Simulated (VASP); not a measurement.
Wanted: the native input for a VASP 6.6.1 run.

```yaml
Task: single point
Functional: PBE
Dispersion: D3(BJ)
Potentials_or_basis: VASP PAW PBE potentials, release 64 (Ti_sv, O)
Cutoff: 520 eV
k_mesh: 9 × 9 × 9
Occupations: gaussian, width 0.05 eV
Spin: no spin polarisation
Hubbard_terms: Ti d U = 4.0 eV
Dipole_correction: no
Further_INCAR_settings: ALGO = Normal; EDIFF = 1e-07; NBANDS = 19
```

The structure of TiO2 lies in POSCAR:

```
TiO2
1.0
    1.5391500000      0.8886286668      5.9525666667
   -1.5391500000      0.8886286668      5.9525666667
    0.0000000000     -1.7772573337      5.9525666667
Ti O
1 2
Direct
    0.0000000000      0.0000000000      0.0000000000
    0.6017580785      0.6017580785      0.6017580785
    0.3982419215      0.3982419215      0.3982419215
```

One way to write it, as run:

INCAR

```
SYSTEM = TiO2
PREC     = Accurate       ! precision mode
ENCUT    = 520            ! plane-wave cutoff, eV
EDIFF    = 1E-7           ! SCF threshold, eV
ISMEAR   = 0              ! smearing method
SIGMA    = 0.05           ! smearing width, eV
LREAL    = .False.        ! projectors in reciprocal space
LASPH    = .True.         ! aspherical terms in the spheres
NELM     = 150            ! most SCF steps
ALGO     = Normal         ! electronic algorithm
ISIF     = 2              ! what is computed and relaxed
LWAVE    = .False.        ! write WAVECAR
LCHARG   = .True.         ! write CHGCAR
LMAXMIX  = 4              ! l up to which the mixer works
LDAU     = .True.         ! DFT+U
LDAUTYPE = 2            
LDAUL    = 2 -1           ! shell
LDAUU    = 4 0            ! U, eV
LDAUJ    = 0 0          
LDAUPRINT= 1            
GGA      = PE             ! functional
IVDW     = 12             ! dispersion correction
LELF     = .True.         ! ELF
LVHAR    = .True.       
NBANDS   = 19             ! bands
```

KPOINTS

```
regular mesh
0
Gamma
  9 9 9
  0 0 0
```

Potentials or basis: VASP PAW PBE potentials, release 64 (Ti_sv, O).

Run with:

```console
$ cat potpaw_PBE.64/Ti_sv/POTCAR potpaw_PBE.64/O/POTCAR > POTCAR
$ mpirun -np 1 vasp_std > vasp.out
```

It gave:

```
Pressure                   : -19.2 GPa
Largest force              : 3.245 eV/Å
Band gap on the k mesh     : 2.50 eV, indirect (least direct gap 2.79 eV)
Dispersion energy per atom : -0.151 eV
```

Caveat: forces of over 1 eV/Å act on the atoms, so gaps and moduli don't describe the material at rest.

Run time: 3 min on 1 thread of Intel(R) Xeon(R) 6975P-C (Granite Rapids), with other jobs on the host, peak memory 0.35 GiB.
